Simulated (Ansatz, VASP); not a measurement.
Two plane-wave programs on Ge

```
Ge
1.0
     3.79100    0.00000    0.00000
    -1.89550    3.28310    0.00000
     0.00000    0.00000   28.00000
Ge
2
Cartesian
  0.0000 2.1887 14.0000
  1.8955 1.0944 14.0000
```

Alike in both runs: task single point; functional PBE; k mesh 12 × 12 × 1; occupations gaussian, width 0.1 eV; no spin polarisation.

```csv
,VASP,Ansatz
version,VASP 6.6.1,Ansatz 0.2.0
potentials or method,"VASP PAW PBE potentials, release 64 (Ge_d), cutoff 520 eV","scalar-relativistic, plane waves, PAW"
valence electrons in the cell,28,28
```

```csv
,VASP,Ansatz,Ansatz less VASP
gap on the k mesh at the Fermi level (eV),none,none,-
"work function, face that differs most (eV)",4.26,4.26,0.000
```

A gap of «none» marks a metal or a gap that the smearing closes.
